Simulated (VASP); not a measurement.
Runs of VASP 6.6.1 on BeS. The structure is that of space group Fm-3m (No. 225), or close to it. The cells are those of the table. 

```tsv
level	cell	k mesh	grid for exact exchange (PRECFOCK)	share of exact exchange	screening parameter	gap on the mesh (eV)	pressure (GPa)
HSE06	a = 3.277 Å, angles 60.0°, 2 atoms	6 × 6 × 6	Normal	0.25	0.2079 1/Å	1.74	-2.0
r2SCAN	a = 3.311 Å, angles 62.6°, 2 atoms	10 × 10 × 10	-	-	-	0.98	-8.2
HSE06	a = 3.146 Å, angles 60.0°, 2 atoms	6 × 6 × 6	Normal	0.25	0.2079 1/Å	1.81	14.8
HSE06	a = 3.343 Å, angles 60.0°, 2 atoms	6 × 6 × 6	Normal	0.25	0.2079 1/Å	1.70	(b)
HSE06	a = 3.278, b = 3.278, c = 3.294 Å, angles 59.8, 59.8, 60.3°, 2 atoms	6 × 6 × 6	Normal	0.25	0.2079 1/Å	1.67	-2.6
r2SCAN	a = 3.278, b = 3.278, c = 3.294 Å, angles 59.8, 59.8, 60.3°, 2 atoms	10 × 10 × 10	-	-	-	(a)	-0.7
```

Alike in all rows: no spin polarisation; smearing gaussian 0.01 eV.

Fill in the values left out.

(a) 1.32; (b) -7.7.

Caveats: the PAW data sets were made with another functional, which shifts forces and pressure a little; the cell stands under tension (at least some runs); the cell stands under pressure (at least some runs).

A k mesh can miss the band edges.
